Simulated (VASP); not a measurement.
Runs of VASP 6.6.1 on CoO. The structure is that of space group Fm-3m (No. 225), or close to it. The cells are those of the table. 

```tsv
cell	gap on the mesh (eV)	pressure (GPa)	moment (μB)
a = 2.974 Å, angles 60.0°, 2 atoms	none	(a)	2.76
a = 3.034 Å, angles 60.0°, 2 atoms	none	(b)	(c)
a = 3.063 Å, angles 60.0°, 2 atoms	none	-9.5	2.99
a = 2.943 Å, angles 60.0°, 2 atoms	none	9.8	2.62
```

Alike in all rows: task single point; level PBE; potentials or basis VASP PAW PBE potentials, release 64 (Co, O); spin collinear, ferromagnetic start; k mesh 16 × 16 × 16; cutoff (eV) 520; smearing gaussian 0.1 eV.

Question: Estimate the missing entries.

Answer: (a) 4.3; (b) -5.3; (c) 2.96.

Caveats: a cell with one magnetic atom can't hold antiferromagnetic order, which such compounds often take; semilocal functionals often make such compounds metallic where correlation or magnetic order opens a gap, which also shifts bond lengths; the cell stands under pressure (at least some runs); the cell stands under tension (at least some runs).

A gap of «none» marks levels without a gap at the run's occupations.
